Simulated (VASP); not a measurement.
A run of VASP 6.6.1 is set up as follows.

INCAR

```
SYSTEM = Na2Pt3S4
ALGO = Normal ; EDIFF = 1E-6
ENCUT = 520 ; GGA = PE
ISIF = 2 ; ISMEAR = -1
LASPH = .True. ; LCHARG = .False.
LREAL = .False. ; LWAVE = .False.
NBANDS = 44 ; NELM = 100
PREC = Accurate ; SIGMA = 0.1
```

The input KPOINTS:

```
Automatic mesh
0
Gamma
  4 4 4
  0.5 0.5 0.5
```

Contents of POSCAR:

```
Na2Pt3S4
1.0
   -2.9812600000      5.0574120000      0.0000000000
    2.9812600000      0.0000000000      6.2051270000
    2.9812600000      5.0574120000      0.0000000000
Na Pt S
2 3 4
Direct
    0.3430000000      0.6860000000      0.6570000000
    0.6570000000      0.3140000000      0.3430000000
    0.0000000000      0.0000000000      0.0000000000
    0.0000000000      0.0000000000      0.5000000000
    0.5000000000      0.0000000000      0.0000000000
    0.2900000000      0.2400000000      0.0500000000
    0.9500000000      0.2400000000      0.7100000000
    0.7100000000      0.7600000000      0.9500000000
    0.0500000000      0.7600000000      0.2900000000
```

Potentials or basis: VASP PAW PBE potentials, release 64 (Na_pv, Pt, S).

The run is started by

```bash
$ cat potpaw_PBE.64/Na_pv/POTCAR potpaw_PBE.64/Pt/POTCAR potpaw_PBE.64/S/POTCAR > POTCAR
$ mpirun -np 1 vasp_std > vasp.out
```

Task: Predict the pressure.

Result: 13.8 GPa.

Task: Predict the largest force.

Result: 2.743 eV/Å.

Stress tensor (GPa, compression positive):
```
15.81  0.00  0.00
 0.00 13.15  0.00
 0.00  0.00 12.33
```

Caveat: forces of over 1 eV/Å act on the atoms, so gaps and moduli don't describe the material at rest.
